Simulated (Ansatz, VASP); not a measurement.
# Two plane-wave programs on CdI2

The input INCAR:

```
SYSTEM = CdI2
  ALGO = Normal
  EDIFF = 1E-6
  ENCUT = 500
  GGA = PE
  GGA_COMPAT = .FALSE.
  ISIF = 2
  ISMEAR = -1
  LASPH = .TRUE.
  LCHARG = .TRUE.
  LELF = .TRUE.
  LREAL = .FALSE.
  LVHAR = .TRUE.
  LWAVE = .FALSE.
  NBANDS = 20
  NELM = 120
  PREC = Accurate
  SIGMA = 0.02
```

The input KPOINTS:

```
k-points
0
G
  12 12 4
  0 0 0
```

The input POSCAR:

```
CdI2
1.0
    4.2487073931      0.0000000000      0.0000000000
   -2.1243536965      3.6794885357      0.0000000000
    0.0000000000      0.0000000000      6.8836385196
Cd I
1 2
Direct
    0.0000000000      0.0000000000      0.0000000000
    0.3333333333      0.6666666667      0.2495631425
    0.6666666667      0.3333333333      0.7504368575
```

Input for Ansatz:

```yaml
crystal:
  lattice:
    - [4.2487073931, 0.0, 0.0]
    - [-2.1243536965, 3.6794885357, 0.0]
    - [0.0, 0.0, 6.8836385196]
  atoms:
    - { symbol: Cd, position: [0.0, 0.0, 0.0] }
    - { symbol: I, position: [0.3333333333, 0.6666666667, 0.2495631425] }
    - { symbol: I, position: [0.6666666667, 0.3333333333, 0.7504368575] }
kpoints:
  mp_grid: { grid: [12, 12, 4] }
  band_path:
    path:
      - [[0.0, 0.0, 0.0], [0.5, -1.562337922452e-17, -8.072578464186e-34], [0.3333333333333, 0.3333333333333, -1.614515692837e-33], [0.0, 0.0, 0.0], [0.0, -2.335210463116e-50, 0.5], [0.5, -1.562337922452e-17, 0.5], [0.3333333333333, 0.3333333333333, 0.5], [0.0, -2.335210463116e-50, 0.5]]
      - [[0.5, -1.562337922452e-17, 0.5], [0.5, -1.562337922452e-17, -8.072578464186e-34]]
      - [[0.3333333333333, 0.3333333333333, 0.5], [0.3333333333333, 0.3333333333333, -1.614515692837e-33]]
    npoints: 10
hamiltonian:
  xc: pbe
scf:
  occupations: { method: fermi_dirac, width: 0.02 }
  n_extra_bands: 4
output:
  forces: true
  stress: true
  eigenvalues: true
```

Alike in both runs: task single point; functional PBE; k mesh 12 × 12 × 4; occupations fermi-dirac, width 0.02 eV; no spin polarisation.

|  | VASP | Ansatz |
| --- | --- | --- |
| version | VASP 6.6.1 | Ansatz 0.2.0 |
| potentials or method | VASP PAW PBE potentials, release 64 (Cd, I) | plane waves, PAW |
| plane-wave cutoff (eV) | 500 | 420 |
| valence electrons in the cell | 26 | 54 |

|  | VASP | Ansatz | Ansatz less VASP |
| --- | --- | --- | --- |
| gap on the k mesh at the Fermi level (eV) | 2.36 | 2.37 | +0.007 |
| pressure (GPa) | 1.7 | 1.6 | -0.11 |
| rms of the force components (eV/Å) | 0.044 | 0.034 | -0.0099 |

Atom by atom the forces differ by 0.010 eV/Å (rms over components). VASP's potentials hold 26 valence electrons a cell and Ansatz's 54, so a difference there can come from the potentials and not from the codes.

Neither program's run includes spin-orbit coupling.
